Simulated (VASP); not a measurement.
# P (R-3m) in VASP: further runs

The runs below take P through single point, molecular dynamics, with PBE+D3(BJ).

Everything below comes from runs of VASP 6.6.1. Logs are shortened: lines on timing, memory, paths and dates and some standing lists are left out, and cuts for length are marked.

## (1) The cell of the first run

It takes space group R-3m (No. 166, trigonal). Conventional cell: a = 3.451 Å, b = 3.451 Å, c = 9.389 Å, α = 90.00°, β = 90.00°, γ = 120.00°. Within 3.0 Å of P (site symmetry 3m) lie 6 P at 2.29 to 2.82 Å.

## (2) Single point, PBE+D3(BJ)

INCAR

```
SYSTEM = P
PREC = Accurate
ENCUT = 520
EDIFF = 1E-6
ISMEAR = -1
SIGMA = 0.2241
LREAL = Auto
LASPH = .True.
NELM = 100
ALGO = Normal
ISIF = 2
LWAVE = .False.
LCHARG = .False.
GGA = PE
IVDW = 12
NBANDS = 54
ISYM = 0
```

KPOINTS

```
Automatic mesh
0
Gamma
  2 2 2
  0.5 0.5 0.5
```

POSCAR

```
P
1.0
   -3.4514503560     -5.9780873764      0.0000000000
   -6.9029007120      0.0000000000      0.0000000000
   -3.4514503560     -1.9926957922     -6.2593600242
P
16
Direct
    0.6135401250      0.6135401250      0.1593796250
    0.6135401250      0.1135401250      0.1593796250
    0.1135401250      0.6135401250      0.1593796250
    0.6135401250      0.6135401250      0.6593796250
    0.1135401250      0.1135401250      0.1593796250
    0.6135401250      0.1135401250      0.6593796250
    0.1135401250      0.6135401250      0.6593796250
    0.1135401250      0.1135401250      0.6593796250
    0.8864598750      0.8864598750      0.3406203750
    0.8864598750      0.3864598750      0.3406203750
    0.3864598750      0.8864598750      0.3406203750
    0.8864598750      0.8864598750      0.8406203750
    0.3864598750      0.3864598750      0.3406203750
    0.8864598750      0.3864598750      0.8406203750
    0.3864598750      0.8864598750      0.8406203750
    0.3864598750      0.3864598750      0.8406203750
```

Potentials or basis: VASP PAW PBE potentials, release 64 (P).

Command:

```bash
$ cat potpaw_PBE.64/P/POTCAR > POTCAR
$ mpirun -np 1 vasp_std > vasp.out
```

OUTCAR:

```text
SYSTEM = P
   PREC = Accurate
   ENCUT = 520
   EDIFF = 1E-6
   ISMEAR = -1
   LREAL = Auto
   LASPH = .True.
   NELM = 100
   ISIF = 2
   GGA = PE
   IVDW = 12
   ISYM = 0
 IVDW          = 12

 ion  position               nearest neighbor table
   1  0.614  0.614  0.159-  11 2.29  13 2.29  10 2.29  12 2.82  14 2.82  15 2.82
   2  0.614  0.114  0.159-  11 2.29  13 2.29   9 2.29  12 2.82  14 2.82  16 2.82
   3  0.114  0.614  0.159-   9 2.29  10 2.29  13 2.29  15 2.82  16 2.82  12 2.82
   4  0.614  0.614  0.659-  15 2.29  16 2.29  14 2.29  10 2.82   9 2.82  11 2.82
   5  0.114  0.114  0.159-   9 2.29  10 2.29  11 2.29  15 2.82  16 2.82  14 2.82
   6  0.614  0.114  0.659-  15 2.29  16 2.29  12 2.29  10 2.82   9 2.82  13 2.82
[... 8 lines left out ...]
  15  0.386  0.886  0.841-   4 2.29   6 2.29   8 2.29   3 2.82   5 2.82   1 2.82
  16  0.386  0.386  0.841-   4 2.29   6 2.29   7 2.29   3 2.82   5 2.82   2 2.82

IMPORTANT INFORMATION: All symmetrisations will be switched off!
NOSYMM: (Re-)initialisation of all symmetry stuff for point group C_1.

----------------------------------------------------------------------------------------

                                     Primitive cell

  volume of cell :     258.2996

  direct lattice vectors                    reciprocal lattice vectors
    -3.451450356 -5.978087376  0.000000000     0.000000000 -0.167277582  0.053253581
    -6.902900712  0.000000000  0.000000000    -0.144866635  0.083638791  0.053253581
    -3.451450356 -1.992695792 -6.259360024     0.000000000  0.000000000 -0.159760742

  length of vectors
     6.902900712  6.902900712  7.420440283     0.175549803  0.175549803  0.159760742

  position of ions in fractional coordinates (direct lattice)
     0.613540125  0.613540125  0.159379625
     0.613540125  0.113540125  0.159379625
     0.113540125  0.613540125  0.159379625
     0.613540125  0.613540125  0.659379625
     0.113540125  0.113540125  0.159379625
     0.613540125  0.113540125  0.659379625
[... 8 lines left out ...]
     0.386459875  0.886459875  0.840620375
     0.386459875  0.386459875  0.840620375

  ion indices of the primitive-cell ions
   primitive index   ion index
                 1           1
                 2           2
                 3           3
                 4           4
                 5           5
                 6           6
[... 8 lines left out ...]
                15          15
                16          16

----------------------------------------------------------------------------------------

 KPOINTS: Automatic mesh

Automatic generation of k-mesh.
 Grid dimensions read from file:
 generate k-points for:    2    2    2

 Generating k-lattice:

  Cartesian coordinates                     Fractional coordinates (reciprocal lattice)
     0.000000000 -0.083638791  0.026626790     0.500000000  0.000000000  0.000000000
    -0.072433318  0.041819395  0.026626790     0.000000000  0.500000000  0.000000000
     0.000000000  0.000000000 -0.079880371     0.000000000  0.000000000  0.500000000

  Length of vectors
     0.087774901  0.087774901  0.079880371

  Shift w.r.t. Gamma in fractional coordinates (k-lattice)
     0.500000000  0.500000000  0.500000000

 Subroutine IBZKPT returns following result:
 ===========================================

 Found     12 irreducible k-points:

 Following reciprocal coordinates:
            Coordinates               Weight
  0.250000  0.250000  0.250000      2.000000
 -0.000000  0.250000 -0.000000      2.000000
 -0.250000  0.000000  0.000000      2.000000
 -0.250000  0.250000  0.250000      2.000000
  0.500000  0.250000 -0.000000      2.000000
 -0.250000  0.500000 -0.000000      2.000000
 -0.250000  0.250000 -0.250000      2.000000
  0.500000  0.250000  0.500000      2.000000
 -0.250000  0.500000  0.500000      2.000000
 -0.250000 -0.250000  0.250000      2.000000
  0.000000 -0.250000  0.500000      2.000000
  0.250000  0.000000  0.500000      2.000000
   k-points           NKPTS =     12   k-points in BZ     NKDIM =     12   number of bands    NBANDS=     54
   number of dos      NEDOS =    301   number of ions     NIONS =     16
   total plane-waves  NPLWV = 163296
   dimension x,y,z NGX =    54 NGY =   54 NGZ =   56
   dimension x,y,z NGXF=   108 NGYF=  108 NGZF=  112
   ions per type =              16
   NGX,Y,Z   is equivalent  to a cutoff of  13.01, 13.01, 12.55 a.u.
   NGXF,Y,Z  is equivalent  to a cutoff of  26.01, 26.01, 25.09 a.u.
 SYSTEM =  P
   PREC   = accura    normal or accurate (medium, high low for compatibility)
   ISTART =      0    job   : 0-new  1-cont  2-samecut
   ICHARG =      2    charge: 1-file 2-atom 10-const
   ISPIN  =      1    spin polarized calculation?
   LNONCOLLINEAR =      F non collinear calculations
   LSORBIT =      F    spin-orbit coupling
   LASPH  =      T    aspherical Exc in radial PAW
   ENCUT  =  520.0 eV  38.22 Ry    6.18 a.u.  12.83 12.83 13.80*2*pi/ulx,y,z
   NELM   =    100;   NELMIN=  2; NELMDL= -5     # of ELM steps
   EDIFF  = 0.1E-05   stopping-criterion for ELM
   LREAL  =      T    real-space projection
   EDIFFG = 0.1E-04   stopping-criterion for IOM
   NSW    =      0    number of steps for IOM
   IBRION =     -1    ionic relax: 0-MD 1-quasi-New 2-CG
   NFREE  =      0    steps in history (QN), initial steepest desc. (CG)
   ISIF   =      2    stress and relaxation
   ISYM   =      0    0-nonsym 1-usesym 2-fastsym
   POTIM  = 0.5000    time-step for ionic-motion
   TEBEG  =    0.0;   TEEND  =   0.0 temperature during run
   PSTRESS=    0.0 pullay stress
   NELECT =      80.0000    total number of electrons
   NUPDOWN=      -1.0000    fix difference up-down
   EMIN   =  10.00;   EMAX   =-10.00  energy-range for DOS
   EFERMI =   0.00;   METHOD = LEGACY
   ISMEAR =    -1;   SIGMA  =   0.22  broadening in eV -4-tet -1-fermi 0-gaus
   EFERMI_NEDOS =   21; number of points for ismear=-14 and -15
   IALGO  =     38    algorithm
   IMIX   =      4    mixing-type and parameters
     AMIX     =   0.40;   BMIX     =  1.00
     AMIX_MAG =   1.60;   BMIX_MAG =  1.00
  volume/ion in A,a.u.               =      16.14       108.94
  Fermi-wavevector in a.u.,A,eV,Ry     =   1.107636  2.093128 16.692396  1.226857
  Thomas-Fermi vector in A             =   2.244152
   LORBIT       =      0    0 simple, 1 ext, 2 COOP (PROOUT), +10 PAW based schemes
   GGA     = PE    functional components
   LHFCALC =     F    Hartree Fock is set to
   AEXX    =    0.0000 exact exchange contribution
   IVDW    =    12    specifies the selected vdW correction
   LEPSILON=     F    determine dielectric tensor
   LRPA    =     F    only Hartree local field effects (RPA)
 non-spin polarized calculation
  energy-cutoff  :      520.00
  volume of cell :      258.30
 maximum number of plane-waves:      6966
 NGX is ok and might be reduce to    54
   NGX = 25   NGY = 25   NGZ = 27

 number of electron      80.0000001 magnetization

 Free energy of the ion-electron system (eV)
  ---------------------------------------------------
  ext. energy  EPLUGINS =         0.00000000
  ---------------------------------------------------
  free energy    TOTEN  =       -85.41192847 eV

  energy without entropy =      -84.92553011  energy(sigma->0) =      -85.16872929

 E-fermi :   8.9500     XC(G=0): -10.7521

 val. band max:        8.2901679536   @ k =   0.2500   0.0000   0.5000
 cond. band min:       9.1945158774   @ k =   0.2500   0.2500   0.2500
 fundamental gap:      0.9043479239
 Fermi energy:         8.9499775168

 k-point     1 :       0.2500    0.2500    0.2500
  band No.  band energies     occupation
      1      -7.3081      2.00000
      2      -5.4787      2.00000
      3      -5.3424      2.00000
      4      -4.3403      2.00000
      5      -4.2546      2.00000
      6      -4.2546      2.00000
[... 44 lines left out ...]
     51      10.2820      0.00523
     52      10.7316      0.00070

 k-point     2 :      -0.0000    0.2500   -0.0000
  band No.  band energies     occupation
      1      -7.3081      2.00000
      2      -5.4787      2.00000
      3      -5.3424      2.00000
      4      -4.3403      2.00000
      5      -4.2546      2.00000
      6      -4.2546      2.00000
[... 44 lines left out ...]
     51      10.2820      0.00523
     52      10.7316      0.00070

 k-point     3 :      -0.2500    0.0000    0.0000
  band No.  band energies     occupation
      1      -7.3081      2.00000
      2      -5.4787      2.00000
      3      -5.3424      2.00000
      4      -4.3403      2.00000
      5      -4.2546      2.00000
      6      -4.2546      2.00000
[... 44 lines left out ...]
     51      10.2820      0.00523
     52      10.7316      0.00070

 k-point     4 :      -0.2500    0.2500    0.2500
  band No.  band energies     occupation
      1      -6.6863      2.00000
      2      -5.9421      2.00000
      3      -5.5031      2.00000
      4      -5.4417      2.00000
      5      -5.0659      2.00000
      6      -4.2996      2.00000
[... 44 lines left out ...]
     51      11.6173      0.00001
     52      11.9068      0.00000

 k-point     5 :       0.5000    0.2500   -0.0000
  band No.  band energies     occupation
      1      -6.6863      2.00000
      2      -5.9421      2.00000
      3      -5.5031      2.00000
      4      -5.4417      2.00000
      5      -5.0659      2.00000
      6      -4.2996      2.00000
[... 44 lines left out ...]
     51      11.6173      0.00001
     52      11.9068      0.00000

 k-point     6 :      -0.2500    0.5000   -0.0000
  band No.  band energies     occupation
      1      -6.6863      2.00000
      2      -5.9421      2.00000
      3      -5.5031      2.00000
      4      -5.4417      2.00000
      5      -5.0659      2.00000
      6      -4.2996      2.00000
[... 44 lines left out ...]
     51      11.6173      0.00001
     52      11.9068      0.00000

 k-point     7 :      -0.2500    0.2500   -0.2500
  band No.  band energies     occupation
      1      -6.6863      2.00000
      2      -5.9421      2.00000
      3      -5.5031      2.00000
      4      -5.4417      2.00000
      5      -5.0659      2.00000
      6      -4.2996      2.00000
[... 44 lines left out ...]
     51      11.6173      0.00001
     52      11.9069      0.00000

 k-point     8 :       0.5000    0.2500    0.5000
  band No.  band energies     occupation
      1      -6.6863      2.00000
      2      -5.9421      2.00000
      3      -5.5031      2.00000
      4      -5.4417      2.00000
      5      -5.0659      2.00000
      6      -4.2996      2.00000
[... 44 lines left out ...]
     51      11.6173      0.00001
     52      11.9068      0.00000

 k-point     9 :      -0.2500    0.5000    0.5000
  band No.  band energies     occupation
      1      -6.6863      2.00000
      2      -5.9421      2.00000
      3      -5.5031      2.00000
      4      -5.4417      2.00000
      5      -5.0659      2.00000
      6      -4.2996      2.00000
[... 44 lines left out ...]
     51      11.6173      0.00001
     52      11.9069      0.00000

 k-point    10 :      -0.2500   -0.2500    0.2500
  band No.  band energies     occupation
      1      -6.8252      2.00000
      2      -6.3761      2.00000
      3      -5.3775      2.00000
      4      -4.6681      2.00000
      5      -4.6681      2.00000
      6      -4.2360      2.00000
[... 44 lines left out ...]
     51      11.0972      0.00014
     52      11.5577      0.00002

 k-point    11 :       0.0000   -0.2500    0.5000
  band No.  band energies     occupation
      1      -6.8252      2.00000
      2      -6.3761      2.00000
      3      -5.3775      2.00000
      4      -4.6681      2.00000
      5      -4.6681      2.00000
      6      -4.2360      2.00000
[... 44 lines left out ...]
     51      11.0972      0.00014
     52      11.5575      0.00002

 k-point    12 :       0.2500    0.0000    0.5000
  band No.  band energies     occupation
      1      -6.8252      2.00000
      2      -6.3761      2.00000
      3      -5.3775      2.00000
      4      -4.6681      2.00000
      5      -4.6681      2.00000
      6      -4.2360      2.00000
[... 44 lines left out ...]
     51      11.0972      0.00014
     52      11.5576      0.00002
 [bands above 52 left out]

------------------------ aborting loop because EDIFF is reached ----------------------------------------

 Edisp (eV)   -6.99948

 E8    (eV) :    -2.6531

  FORCE on cell =-STRESS in cart. coord.  units (eV):
  Direction    XX          YY          ZZ          XY          YZ          ZX
  --------------------------------------------------------------------------------------
  -------------------------------------------------------------------------------------
  Total      -5.49777    -5.48684    -4.34251    -0.00947     0.00413     0.00714
  in kB     -34.10150   -34.03370   -26.93564    -0.05874     0.02559     0.04427
  external pressure =      -31.69 kB  Pullay stress =        0.00 kB

 VOLUME and BASIS-vectors are now :
 -----------------------------------------------------------------------------
  energy-cutoff  :      520.00
  volume of cell :      258.30
      direct lattice vectors                 reciprocal lattice vectors
    -3.451450356 -5.978087376  0.000000000     0.000000000 -0.167277582  0.053253581
    -6.902900712  0.000000000  0.000000000    -0.144866635  0.083638791  0.053253581
    -3.451450356 -1.992695792 -6.259360024     0.000000000  0.000000000 -0.159760742

 POSITION                                       TOTAL-FORCE (eV/Angst)
 -----------------------------------------------------------------------------------
     -6.90290     -3.98539     -0.99761         0.001317      0.000759      0.358358
     -3.45145     -3.98539     -0.99761         0.001317      0.000757      0.358366
     -5.17718     -0.99635     -0.99761         0.001316      0.000758      0.358361
     -8.62863     -4.98174     -4.12729         0.001316      0.000759      0.358360
     -1.72573     -0.99635     -0.99761         0.001308      0.000760      0.358355
     -5.17718     -4.98174     -4.12729         0.001311      0.000758      0.358358
[... 8 lines left out ...]
    -10.35435     -3.98539     -5.26175        -0.001313     -0.000756     -0.358358
     -6.90290     -3.98539     -5.26175        -0.001314     -0.000760     -0.358357
 -----------------------------------------------------------------------------------
    total drift:                                0.000001     -0.000001      0.000004

  FREE ENERGIE OF THE ION-ELECTRON SYSTEM (eV)
  ---------------------------------------------------
  free  energy   TOTEN  =       -92.4114084654 eV

  energy  without entropy=      -91.9250101041  energy(sigma->0) =      -92.16820928
```

Wall time 3.1 min (1 thread of Intel Xeon Platinum 8488C (Sapphire Rapids), shared host); peak memory 0.4 GiB.

What came out:

- Free energy: -92.4114 eV
- Pressure: -3.2 GPa
- Largest force: 0.358 eV/Å
- Band gap on the k mesh: zero (band 40 reaches 9.21 eV, above the bottom of band 41 at 9.19 eV)
- Dispersion energy per atom: -0.437 eV

Forces on the atoms (eV/Å):
```
P    0.001  0.001  0.358
P    0.001  0.001  0.358
P    0.001  0.001  0.358
P    0.001  0.001  0.358
P    0.001  0.001  0.358
P    0.001  0.001  0.358
P    0.001  0.001  0.358
P    0.001  0.001  0.358
P   -0.001 -0.001 -0.358
P   -0.001 -0.001 -0.358
P   -0.001 -0.001 -0.358
P   -0.001 -0.001 -0.358
P   -0.001 -0.001 -0.358
P   -0.001 -0.001 -0.358
P   -0.001 -0.001 -0.358
P   -0.001 -0.001 -0.358
```

Levels at points of the mesh, in eV from the Fermi level:
| k point | band 36 | band 37 | band 38 | band 39 | band 40 | band 41 | band 42 | band 43 | band 44 | band 45 |
| --- | --- | --- | --- | --- | --- | --- | --- | --- | --- | --- |
| (0.25, 0.25, 0.25) | -2.03 | -2.03 | -2.02 | -1.14 | -0.86 | 0.24 | 0.68 | 0.75 | 0.75 | 0.75 |

Caveat: the k points lie up to 0.55 Å⁻¹ apart; pairwise dispersion overbinds metals, which lowers pressure and volume.

## (3) Single point, PBE+D3(BJ)

INCAR

```
SYSTEM = P
PREC = Accurate ; ENCUT = 520
EDIFF = 1E-6 ; ISMEAR = 0
SIGMA = 0.1 ; LREAL = Auto
LASPH = .TRUE. ; NELM = 100
ALGO = Normal ; ISIF = 2
LWAVE = .FALSE. ; LCHARG = .FALSE.
GGA = PE ; IVDW = 12
ISYM = 0 ; NBANDS = 54
```

KPOINTS is that of step 2.

POSCAR is that of step 2.

Potentials or basis: VASP PAW PBE potentials, release 64 (P).

Command:

```bash
$ cat potpaw_PBE.64/P/POTCAR > POTCAR
$ mpirun -np 1 vasp_std > vasp.out
```

It took 3.2 min on 1 thread of Intel Xeon Platinum 8488C (Sapphire Rapids), shared host; peak memory 0.39 GiB.

Results (log left out):

```yaml
Free_energy: -92.1659 eV
Pressure: -3.1 GPa
Largest_force: 0.333 eV/Å
Band_gap_on_the_k_mesh: zero (band 40 reaches 9.21 eV, above the bottom of band 41 at 9.20 eV)
Dispersion_energy_per_atom: -0.437 eV
```

Forces on the atoms (eV/Å):
```
P    0.001  0.001  0.333
P    0.001  0.001  0.333
P    0.001  0.001  0.333
P    0.001  0.001  0.333
P    0.001  0.001  0.333
P    0.001  0.001  0.333
P    0.001  0.001  0.333
P    0.001  0.001  0.333
P   -0.001 -0.001 -0.333
P   -0.001 -0.001 -0.333
P   -0.001 -0.001 -0.333
P   -0.001 -0.001 -0.333
P   -0.001 -0.001 -0.333
P   -0.001 -0.001 -0.333
P   -0.001 -0.001 -0.333
P   -0.001 -0.001 -0.333
```

Stress tensor (GPa, compression positive):
```
-3.20 -0.01  0.00
-0.01 -3.20  0.00
 0.00  0.00 -3.05
```

Levels at points of the mesh, in eV from the Fermi level:
```csv
k point,band 38,band 39,band 40,band 41,band 42,band 43
"(0.25, 0.25, 0.25)",-2.27,-1.39,-1.12,-0.01,0.43,0.50
```

Caveat: the k points lie up to 0.55 Å⁻¹ apart; pairwise dispersion overbinds metals, which lowers pressure and volume.

(Part 1 of 2 ends here.)
